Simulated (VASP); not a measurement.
Here is a VASP 6.6.1 calculation.

Contents of INCAR:

```
SYSTEM = Si2Ni
PREC     = Accurate       ! precision mode
ENCUT    = 520            ! plane-wave cutoff, eV
EDIFF    = 1E-7           ! SCF threshold, eV
ISMEAR   = 0              ! smearing method
SIGMA    = 0.15           ! smearing width, eV
LREAL    = .False.        ! projectors in reciprocal space
LASPH    = .True.         ! aspherical terms in the spheres
NELM     = 150            ! most SCF steps
ALGO     = Normal         ! electronic algorithm
ISIF     = 2              ! what is computed and relaxed
LWAVE    = .False.        ! write WAVECAR
LCHARG   = .False.        ! write CHGCAR
ISPIN    = 2              ! spin polarisation
MAGMOM   = 0 0 1          ! initial moments
LORBIT   = 11             ! projections on sites
NUPDOWN  = 1.0            ! fixed moment
LMAXMIX  = 4              ! l up to which the mixer works
GGA      = CA             ! functional
NBANDS   = 20             ! bands
```

KPOINTS

```
regular mesh
0
Gamma
  14 14 14
  0 0 0
```

File POSCAR:

```
Si2Ni
1.0
    0.0000000000      2.7279671969      2.7279671969
    2.7279671969      0.0000000000      2.7279671969
    2.7279671969      2.7279671969      0.0000000000
Si Ni
2 1
Direct
    0.2500000000      0.2500000000      0.2500000000
    0.7500000000      0.7500000000      0.7500000000
    0.0000000000      0.0000000000      0.0000000000
```

Potentials or basis: VASP PAW LDA potentials, release 64 (Si, Ni).

Launch:

```console
$ cat potpaw_LDA.64/Si/POTCAR potpaw_LDA.64/Ni/POTCAR > POTCAR
$ mpirun -np 1 vasp_std > vasp.out
```

Problem. Estimate the pressure.

Solution. -4.9 GPa.

Caveat: the total moment is fixed, so each spin has its own Fermi level.
